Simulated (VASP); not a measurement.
# MgB15N15 (a cell with a defect) (Mg_B-V_N) in VASP: further runs

The runs below take MgB15N15 (a cell with a defect) (Mg_B-V_N) through single point, with PBE, r2SCAN.

Everything below comes from runs of VASP 6.6.1. Logs are shortened: lines on timing, memory, paths and dates and some standing lists are left out, and cuts for length are marked.

## 1. The cell of the first run

The cell holds a defect, 31 atoms: a = 6.277 Å, b = 6.277 Å, c = 6.277 Å, α = 109.47°, β = 109.47°, γ = 109.47°.

## 2. Single point, PBE

File INCAR:

```
ALGO = Normal ; EDIFF = 1E-6
ENCUT = 520 ; GGA = PE
ISIF = 2 ; ISMEAR = -1
LASPH = T ; LCHARG = F
LREAL = Auto ; LWAVE = F
NBANDS = 82 ; NELECT = 120.0
NELM = 100 ; PREC = Accurate
SIGMA = 0.01
```

File KPOINTS:

```
Automatic mesh
0
Gamma
  1 1 1
  0.25 0.25 0.25
```

File POSCAR:

```
MgB15N15
1.0
   -3.6241103844      3.6241103844     -3.6241103844
    3.6241103844      3.6241103844      3.6241103844
    3.6241103844     -3.6241103844     -3.6241103844
B Mg N
15 1 15
Direct
   -0.0016113169     -0.0010066637     -0.0604032856
    0.0105971477      0.2579762886      0.7551473057
    0.0106102024      0.5039263180      0.5091885915
   -0.0015731780      0.6883967159      0.2502602952
    0.2573565101      0.0112556326      0.7551640288
    0.2573411667      0.5039112112      0.2624322009
    0.2430001938      0.7494556388      0.0006807665
    0.5033168922      0.0112517358      0.5091852708
    0.5032978360      0.2579781442      0.2624478446
    0.4986631437      0.4992867621      0.0057381987
    0.4986568512      0.7545397119      0.7504923793
    0.6877851547     -0.0009842270      0.2502260673
    0.7488611982      0.2436110168      0.0007004080
    0.7539098971      0.4992713462      0.7505124027
    0.7488263497      0.7494548347      0.4948296817
    0.1792085946      0.1798541928      0.4310536297
    0.0000552124      0.2482953253      0.0097879946
    0.0075733804      0.5054710145      0.7567006008
    0.0000535233      0.7585690768      0.4995437414
    0.2476765997      0.0006623581      0.0097914431
    0.2529387819      0.2535766587      0.7794953816
    0.2529306676      0.5282962662      0.5047611981
    0.2477020276      0.7585710152      0.2518996408
    0.5048639762      0.0081916411      0.7567000217
    0.5276474318      0.2535757510      0.5047832429
    0.5048444980      0.5054729636      0.2594070662
    0.5027239844      0.7534889040      0.0047018322
    0.7579456189      0.0006715851      0.4995163801
    0.7579493937      0.2483168009      0.2519053347
    0.7528908914      0.5033484838      0.0047286905
    0.7528579305      0.7534759507      0.7545486824
```

Potentials or basis: VASP PAW PBE potentials, release 64 (B, Mg, N).

The run is started by

```console
> cat potpaw_PBE.64/B/POTCAR potpaw_PBE.64/Mg/POTCAR potpaw_PBE.64/N/POTCAR > POTCAR
> mpirun -np 1 vasp_std > vasp.out
```

OUTCAR:

```text
EDIFF = 1E-6
   ENCUT = 520
   GGA = PE
   ISIF = 2
   ISMEAR = -1
   LASPH = T
   LREAL = Auto
   NELECT = 120.0
   NELM = 100
   PREC = Accurate

 ion  position               nearest neighbor table
   1  0.998  0.999  0.940-  31 1.46  20 1.47  17 1.47  16 2.56
   2  0.011  0.258  0.755-  21 1.49  18 1.56  28 1.60  17 1.64  16 2.57
   3  0.011  0.504  0.509-  22 1.49  18 1.56  29 1.60  19 1.64  16 2.57
   4  0.998  0.688  0.250-  30 1.46  23 1.47  19 1.47  16 2.56
   5  0.257  0.011  0.755-  21 1.49  24 1.56  19 1.60  20 1.64  16 2.57
   6  0.257  0.504  0.262-  22 1.49  26 1.56  17 1.60  23 1.64  16 2.57
   7  0.243  0.749  0.001-  18 1.51  20 1.55  23 1.55  27 1.61
   8  0.503  0.011  0.509-  25 1.49  24 1.56  23 1.60  28 1.64  16 2.57
   9  0.503  0.258  0.262-  25 1.49  26 1.56  20 1.60  29 1.64  16 2.57
  10  0.499  0.499  0.006-  21 1.51  26 1.57  27 1.59  30 1.59
  11  0.499  0.755  0.750-  22 1.51  24 1.57  31 1.59  27 1.59
  12  0.688  0.999  0.250-  27 1.46  29 1.47  28 1.47  16 2.56
  13  0.749  0.244  0.001-  24 1.51  17 1.55  29 1.55  30 1.61
  14  0.754  0.499  0.751-  25 1.51  18 1.57  30 1.59  31 1.59
  15  0.749  0.749  0.495-  26 1.51  28 1.55  19 1.55  31 1.61
  16  0.179  0.180  0.431-  25 1.93  21 1.93  22 1.93  12 2.56   1 2.56   4 2.56   3 2.57   6 2.57
                             9 2.57   2 2.57   5 2.57   8 2.57
  17  0.000  0.248  0.010-   1 1.47  13 1.55   6 1.60   2 1.64
  18  0.008  0.505  0.757-   7 1.51   2 1.56   3 1.56  14 1.57
  19  0.000  0.759  0.500-   4 1.47  15 1.55   5 1.60   3 1.64
  20  0.248  0.001  0.010-   1 1.47   7 1.55   9 1.60   5 1.64
  21  0.253  0.254  0.779-   5 1.49   2 1.49  10 1.51  16 1.93
  22  0.253  0.528  0.505-   6 1.49   3 1.49  11 1.51  16 1.93
  23  0.248  0.759  0.252-   4 1.47   7 1.55   8 1.60   6 1.64
  24  0.505  0.008  0.757-  13 1.51   5 1.56   8 1.56  11 1.57
  25  0.528  0.254  0.505-   8 1.49   9 1.49  14 1.51  16 1.93
  26  0.505  0.505  0.259-  15 1.51   6 1.56   9 1.56  10 1.57
  27  0.503  0.753  0.005-  12 1.46  10 1.59  11 1.59   7 1.61
  28  0.758  0.001  0.500-  12 1.47  15 1.55   2 1.60   8 1.64
  29  0.758  0.248  0.252-  12 1.47  13 1.55   3 1.60   9 1.64
  30  0.753  0.503  0.005-   4 1.46  14 1.59  10 1.59  13 1.61
  31  0.753  0.753  0.755-   1 1.46  11 1.59  14 1.59  15 1.61

  LATTYP: Found a body centered cubic cell.
 ALAT       =     7.2482207688

  Lattice vectors:

 A1 = (  -3.6241103844,   3.6241103844,  -3.6241103844)
 A2 = (   3.6241103844,   3.6241103844,   3.6241103844)
 A3 = (   3.6241103844,  -3.6241103844,  -3.6241103844)

Analysis of symmetry for initial positions (statically):
=====================================================================
 Subroutine PRICEL returns:
 Original cell was already a primitive cell.

 Routine SETGRP: Setting up the symmetry group for a
 body centered cubic supercell.

 Subroutine GETGRP returns: Found  1 space group operations
 (whereof  1 operations were pure point group operations)
 out of a pool of 48 trial point group operations.

The static configuration has the point symmetry C_1 .

Analysis of symmetry for dynamics (positions and initial velocities):
=====================================================================
 Subroutine PRICEL returns:
 Original cell was already a primitive cell.

 Routine SETGRP: Setting up the symmetry group for a
 body centered cubic supercell.

 Subroutine GETGRP returns: Found  1 space group operations
 (whereof  1 operations were pure point group operations)
 out of a pool of 48 trial point group operations.

The dynamic configuration has the point symmetry C_1 .

 Subroutine INISYM returns: Found  1 space group operations
 (whereof  1 operations are pure point group operations),
 and found     1 'primitive' translations

----------------------------------------------------------------------------------------

                                     Primitive cell

  volume of cell :     190.3988

  direct lattice vectors                    reciprocal lattice vectors
    -3.624110384  3.624110384 -3.624110384     0.000000000  0.137964893 -0.137964893
     3.624110384  3.624110384  3.624110384     0.137964893  0.137964893  0.000000000
     3.624110384 -3.624110384 -3.624110384     0.137964893  0.000000000 -0.137964893

  length of vectors
     6.277143318  6.277143318  6.277143318     0.195111822  0.195111822  0.195111822

  position of ions in fractional coordinates (direct lattice)
     0.998388683  0.998993336  0.939596714
     0.010597148  0.257976289  0.755147306
     0.010610202  0.503926318  0.509188591
     0.998426822  0.688396716  0.250260295
     0.257356510  0.011255633  0.755164029
     0.257341167  0.503911211  0.262432201
[... 23 lines left out ...]
     0.752890891  0.503348484  0.004728691
     0.752857930  0.753475951  0.754548682

  ion indices of the primitive-cell ions
   primitive index   ion index
                 1           1
                 2           2
                 3           3
                 4           4
                 5           5
                 6           6
[... 23 lines left out ...]
                30          30
                31          31

----------------------------------------------------------------------------------------

 KPOINTS: Automatic mesh

Automatic generation of k-mesh.
 Grid dimensions read from file:
 generate k-points for:    1    1    1

 Generating k-lattice:

  Cartesian coordinates                     Fractional coordinates (reciprocal lattice)
     0.000000000  0.137964893 -0.137964893     1.000000000  0.000000000  0.000000000
     0.137964893  0.137964893  0.000000000     0.000000000  1.000000000  0.000000000
     0.137964893  0.000000000 -0.137964893     0.000000000  0.000000000  1.000000000

  Length of vectors
     0.195111822  0.195111822  0.195111822

  Shift w.r.t. Gamma in fractional coordinates (k-lattice)
     0.250000000  0.250000000  0.250000000

 Subroutine IBZKPT returns following result:
 ===========================================

 Found      1 irreducible k-points:

 Following reciprocal coordinates:
            Coordinates               Weight
  0.250000  0.250000  0.250000      2.000000
   k-points           NKPTS =      1   k-points in BZ     NKDIM =      1   number of bands    NBANDS=     82
   number of dos      NEDOS =    301   number of ions     NIONS =     31
   total plane-waves  NPLWV = 110592
   dimension x,y,z NGX =    48 NGY =   48 NGZ =   48
   dimension x,y,z NGXF=    96 NGYF=   96 NGZF=   96
   ions per type =              15   1  15
   NGX,Y,Z   is equivalent  to a cutoff of  12.71, 12.71, 12.71 a.u.
   NGXF,Y,Z  is equivalent  to a cutoff of  25.42, 25.42, 25.42 a.u.
 SYSTEM =  unknown system
   PREC   = accura    normal or accurate (medium, high low for compatibility)
   ISTART =      0    job   : 0-new  1-cont  2-samecut
   ICHARG =      2    charge: 1-file 2-atom 10-const
   ISPIN  =      1    spin polarized calculation?
   LNONCOLLINEAR =      F non collinear calculations
   LSORBIT =      F    spin-orbit coupling
   LASPH  =      T    aspherical Exc in radial PAW
   ENCUT  =  520.0 eV  38.22 Ry    6.18 a.u.  11.67 11.67 11.67*2*pi/ulx,y,z
   NELM   =    100;   NELMIN=  2; NELMDL= -5     # of ELM steps
   EDIFF  = 0.1E-05   stopping-criterion for ELM
   LREAL  =      T    real-space projection
   EDIFFG = 0.1E-04   stopping-criterion for IOM
   NSW    =      0    number of steps for IOM
   IBRION =     -1    ionic relax: 0-MD 1-quasi-New 2-CG
   NFREE  =      0    steps in history (QN), initial steepest desc. (CG)
   ISIF   =      2    stress and relaxation
   ISYM   =      2    0-nonsym 1-usesym 2-fastsym
   POTIM  = 0.5000    time-step for ionic-motion
   TEBEG  =    0.0;   TEEND  =   0.0 temperature during run
   PSTRESS=    0.0 pullay stress
   NELECT =     120.0000    total number of electrons
   NUPDOWN=      -1.0000    fix difference up-down
   EMIN   =  10.00;   EMAX   =-10.00  energy-range for DOS
   EFERMI =   0.00;   METHOD = LEGACY
   ISMEAR =    -1;   SIGMA  =   0.01  broadening in eV -4-tet -1-fermi 0-gaus
   EFERMI_NEDOS =   21; number of points for ismear=-14 and -15
   IALGO  =     38    algorithm
   IMIX   =      4    mixing-type and parameters
     AMIX     =   0.40;   BMIX     =  1.00
     AMIX_MAG =   1.60;   BMIX_MAG =  1.00
  volume/ion in A,a.u.               =       6.14        41.45
  Fermi-wavevector in a.u.,A,eV,Ry     =   1.403612  2.652443 26.805212  1.970127
  Thomas-Fermi vector in A             =   2.526257
   LORBIT       =      0    0 simple, 1 ext, 2 COOP (PROOUT), +10 PAW based schemes
   GGA     = PE    functional components
   LHFCALC =     F    Hartree Fock is set to
   AEXX    =    0.0000 exact exchange contribution
   IVDW    =     0    specifies the selected vdW correction
   LEPSILON=     F    determine dielectric tensor
   LRPA    =     F    only Hartree local field effects (RPA)
 non-spin polarized calculation
  energy-cutoff  :      520.00
  volume of cell :      190.40
 maximum number of plane-waves:      5072
 NGX is ok and might be reduce to    48
   NGX = 23   NGY = 23   NGZ = 23

 number of electron     120.0000005 magnetization

 Free energy of the ion-electron system (eV)
  ---------------------------------------------------
  ext. energy  EPLUGINS =         0.00000000
  ---------------------------------------------------
  free energy    TOTEN  =      -272.96440417 eV

  energy without entropy =     -272.96440417  energy(sigma->0) =     -272.96440417

 E-fermi :   7.6315     XC(G=0): -12.4841

 val. band max:        7.2901421881   @ k =   0.2500   0.2500   0.2500
 cond. band min:       8.4260055919   @ k =   0.2500   0.2500   0.2500
 fundamental gap:      1.1358634038
 Fermi energy:         7.6315152127

 k-point     1 :       0.2500    0.2500    0.2500
  band No.  band energies     occupation
      1     -11.7355      2.00000
      2     -11.7353      2.00000
      3     -11.5540      2.00000
      4     -10.7891      2.00000
      5      -8.8652      2.00000
      6      -8.8650      2.00000
[... 64 lines left out ...]
     71      15.2344      0.00000
     72      15.2346      0.00000
 [bands above 72 left out]

------------------------ aborting loop because EDIFF is reached ----------------------------------------

  FORCE on cell =-STRESS in cart. coord.  units (eV):
  Direction    XX          YY          ZZ          XY          YZ          ZX
  --------------------------------------------------------------------------------------
  -------------------------------------------------------------------------------------
  Total       -3.0739624     -3.0779296     -3.0712822     -3.8065775      3.8119892      3.8097067
  in kB      -25.8669306    -25.9003136    -25.8443770    -32.0317756     32.0773141     32.0581074
  external PRESSURE =     -25.8705404 kB  Pullay stress =       0.0000000 kB

 VOLUME and BASIS-vectors are now :
 -----------------------------------------------------------------------------
  energy-cutoff  :      520.00
  volume of cell :      190.40
      direct lattice vectors                 reciprocal lattice vectors
    -3.624110384  3.624110384 -3.624110384     0.000000000  0.137964893 -0.137964893
     3.624110384  3.624110384  3.624110384     0.137964893  0.137964893  0.000000000
     3.624110384 -3.624110384 -3.624110384     0.137964893  0.000000000 -0.137964893

 POSITION                                       TOTAL-FORCE (eV/Angst)
 -----------------------------------------------------------------------------------
      3.40739      3.83353     -3.40301         0.003609     -0.004963     -0.001403
      3.63327     -1.76340     -1.84021        -0.001091     -0.004740      0.007599
      3.63319      0.01938     -0.05752         0.002985     -0.009764      0.005763
     -0.21661      5.20626     -2.03055         0.002410      0.000725      0.007180
      1.84490     -1.76332     -3.62869        -0.012581     -0.005912     -0.000811
      1.84468      1.80778     -0.05749        -0.007997      0.001247      0.005559
[... 23 lines left out ...]
     -0.88723      4.53561     -0.92151        -0.006809     -0.007230      0.016210
      2.73681      2.72455     -2.73233        -0.005833     -0.014903      0.006018
 -----------------------------------------------------------------------------------
    total drift:                               -0.000222      0.001192      0.000003

  FREE ENERGIE OF THE ION-ELECTRON SYSTEM (eV)
  ---------------------------------------------------
  free  energy   TOTEN  =      -272.9644041698 eV

  energy  without entropy=     -272.9644041698  energy(sigma->0) =     -272.96440417
```

Run time: 37 s. Hardware: 1 thread of Intel Xeon Platinum 8488C (Sapphire Rapids), shared host; peak memory 0.32 GiB.

What came out:

| Quantity | Value |
| --- | --- |
| Free energy | -272.9644 eV |
| Largest force | 0.022 eV/Å |

Forces in eV/Å, atoms in the order of the input:
```
B    0.004 -0.005 -0.001
B   -0.001 -0.005  0.008
B    0.003 -0.010  0.006
B    0.002  0.001  0.007
B   -0.013 -0.006 -0.001
B   -0.008  0.001  0.006
B   -0.001  0.008 -0.009
B   -0.005 -0.013 -0.002
B   -0.005 -0.001  0.008
B   -0.007  0.017  0.006
B   -0.010 -0.009 -0.018
B   -0.003  0.001  0.000
B    0.009  0.008  0.005
B    0.018 -0.006  0.009
B    0.008 -0.002 -0.010
Mg  -0.007 -0.006  0.006
N    0.017  0.008 -0.003
N    0.001 -0.005  0.007
N    0.018  0.005 -0.006
N    0.003  0.010 -0.018
N    0.004 -0.011 -0.006
N    0.005  0.002  0.006
N    0.002  0.019 -0.007
N   -0.003 -0.003  0.001
N   -0.012  0.005 -0.007
N   -0.007  0.002  0.006
N   -0.015 -0.006  0.007
N    0.009  0.004 -0.018
N    0.006  0.017 -0.003
N   -0.007 -0.007  0.016
N   -0.006 -0.015  0.006
```

Caveat: the k points lie up to 1.23 Å⁻¹ apart; the cell carries a net charge on a neutralising background, which shifts energy and pressure; the cell is charged against a uniform background, so pressure and absolute levels hang on convention.

## 3. Single point, r2SCAN

File POSCAR:

```
MgB15N15
1.0
   -3.6241103844      3.6241103844     -3.6241103844
    3.6241103844      3.6241103844      3.6241103844
    3.6241103844     -3.6241103844     -3.6241103844
B Mg N
15 1 15
Direct
   -0.0054315652     -0.0051565760     -0.0216696841
    0.0082216797      0.2542055194      0.7573481480
    0.0082209004      0.5075250713      0.5040240317
   -0.0054330746      0.7285036811      0.2446580816
    0.2539297786      0.0085002721      0.7573459937
    0.2539257709      0.5075267638      0.2583136714
    0.2497869760      0.7516036383      0.0014200960
    0.5072439755      0.0084978320      0.5040217473
    0.5072467768      0.2542067386      0.2583146898
    0.4979436993      0.4982244044      0.0021748727
    0.4979458723      0.7523534517      0.7480390618
    0.7282258173     -0.0051534869      0.2446625832
    0.7513264419      0.2500693409      0.0014213965
    0.7520737666      0.4982195312      0.7480349219
    0.7513272511      0.7516061351      0.4998838857
    0.1832467260      0.1835135079      0.4333582305
   -0.0003886273      0.2505168556      0.0068923423
    0.0076586617      0.5054241829      0.7552389631
   -0.0003842175      0.7570783321      0.5003343938
    0.2502380997     -0.0001116258      0.0068875506
    0.2524919628      0.2527730387      0.7800121823
    0.2524885524      0.5301870847      0.5025821622
    0.2502399219      0.7570735263      0.2497064385
    0.5051498604      0.0079367753      0.7552431011
    0.5299080642      0.2527710803      0.5025812468
    0.5051462106      0.5054267557      0.2577549268
    0.5007941721      0.7510277839      0.0008430246
    0.7567986783     -0.0001097526      0.5003325959
    0.7567995857      0.2505195718      0.2497066613
    0.7507480301      0.5010693516      0.0008435732
    0.7507480111      0.7510265596      0.7508853496
```

File INCAR.step1:

```
SYSTEM = MgB15N15
ALGO = Normal
EDIFF = 1E-4
ENCUT = 520
GGA = PE
ISMEAR = -1
LASPH = .True.
LCHARG = .False.
LREAL = Auto
LWAVE = .True.
NBANDS = 82
NELM = 80
PREC = Accurate
SIGMA = 0.01
```

File INCAR.step2:

```
SYSTEM = MgB15N15
ALGO = Normal
EDIFF = 1E-6
ENCUT = 520
ISIF = 2
ISMEAR = -1
ISTART = 1
LASPH = .True.
LCHARG = .False.
LMIXTAU = .True.
LREAL = Auto
LWAVE = .False.
METAGGA = R2SCAN
NBANDS = 82
NELM = 80
PREC = Accurate
SIGMA = 0.01
```

KPOINTS is that of step 2.

Potentials or basis: VASP PAW PBE potentials, release 64 (B, Mg, N).

The run is started by

```console
> cat potpaw_PBE.64/B/POTCAR potpaw_PBE.64/Mg/POTCAR potpaw_PBE.64/N/POTCAR > POTCAR
> cp INCAR.step1 INCAR
> mpirun -np 1 vasp_std > vasp.out
> cp INCAR.step2 INCAR
> mpirun -np 1 vasp_std > vasp.out
```

It took 1.7 min on 1 thread of Intel Xeon Platinum 8488C (Sapphire Rapids), shared host; peak memory 0.35 GiB.

The run converged. Its results:

| Item | Value |
| --- | --- |
| Free energy | -286.2708 eV |
| Pressure | 8.1 GPa |
| Largest force | 0.224 eV/Å |
| Band gap on the k mesh | 4.54 eV |

Forces on the atoms (eV/Å):
```
B   -0.038 -0.038  0.038
B   -0.015  0.047 -0.049
B   -0.015  0.050 -0.046
B   -0.038 -0.038  0.038
B    0.049  0.047  0.014
B    0.049 -0.015 -0.047
B   -0.008 -0.020  0.021
B    0.047  0.050  0.014
B    0.047 -0.015 -0.049
B   -0.027 -0.048  0.027
B   -0.028 -0.027  0.048
B   -0.038 -0.038  0.038
B   -0.020 -0.021  0.007
B   -0.048 -0.027  0.027
B   -0.020 -0.008  0.020
Mg   0.129  0.130 -0.127
N   -0.006 -0.003  0.014
N    0.019  0.005 -0.005
N   -0.006 -0.014  0.003
N   -0.013 -0.003  0.006
N   -0.058  0.021  0.058
N   -0.058 -0.059 -0.022
N   -0.014 -0.006  0.004
N    0.005  0.005 -0.017
N    0.021 -0.059  0.058
N    0.005  0.019 -0.005
N    0.072  0.008 -0.008
N   -0.002 -0.014  0.006
N   -0.003 -0.007  0.014
N    0.008  0.008 -0.071
N    0.008  0.072 -0.009
```

Stress tensor (GPa, compression positive):
```
 8.05 -0.86  0.86
-0.86  8.05  0.86
 0.86  0.86  8.05
```

Levels at points of the mesh, in eV from the valence-band top:
```tsv
k point	band 59	band 60	band 61	band 62	band 63	band 64
(0.25, 0.25, 0.25)	-0.06	0.00	0.00	4.54	4.54	7.81
```

Caveat: the k points lie up to 1.23 Å⁻¹ apart; the PAW data sets were made with another functional, which shifts forces and pressure a little.

[end of part 1 of 2]
